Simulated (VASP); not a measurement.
**Ir: single point with RPBE+D3(BJ)**

The system is Ir.

```xyz
2
Lattice="2.6464 0.0000 0.0000 -1.3232 2.2918 0.0000 0.0000 0.0000 4.3008" Properties=species:S:1:pos:R:3 pbc="T T T"
Ir    0.0000    1.5279    1.0752
Ir    1.3232    0.7639    3.2256
```

This isn't the form of Ir at room conditions, which is fcc.

- Program: VASP 6.6.1
- Task: single point
- Functional: RPBE
- Dispersion: D3(BJ)
- Potentials or basis: VASP PAW PBE potentials, release 64 (Ir)
- Cutoff: 520 eV
- k mesh: 11 × 11 × 6
- Occupations: fermi-dirac, width 0.05 eV
- Spin: no spin polarisation
- Dipole correction: no
- Further INCAR settings: ALGO = Fast; EDIFF = 1e-06; NBANDS = 16

| Item | Value |
| --- | --- |
| Pressure | 1.0 GPa |
| Band gap on the k mesh | zero (bands 9 and 10 overlap by 3.70 eV) |
| Dispersion energy per atom | -4.551 eV |

Stress tensor (GPa, compression positive):
```
0.99 0.00 0.00
0.00 0.99 0.00
0.00 0.00 1.08
```

Levels at points of the mesh, in eV from the Fermi level:
```
           k point  band 6  band 7  band 8  band 9  band 10  band 11  band 12  band 13
(0.00, 0.00, 0.00)   -3.61   -3.61   -2.67   -2.67    -1.04     0.32     0.32     7.90
(0.00, 0.00, 0.50)   -4.49   -4.49   -4.49   -0.51    -0.51    -0.51    -0.51    13.62
```

Wall time 15 s on 1 thread of Intel(R) Xeon(R) Platinum 8488C (Sapphire Rapids), on a shared host, peak memory 0.16 GiB.

Caveat: the dispersion term is far too large for a dense solid, which distorts pressure and volume; the PAW data sets were made with another functional, which shifts forces and pressure a little; spin-orbit coupling is left out, which moves the levels of the heavy elements.
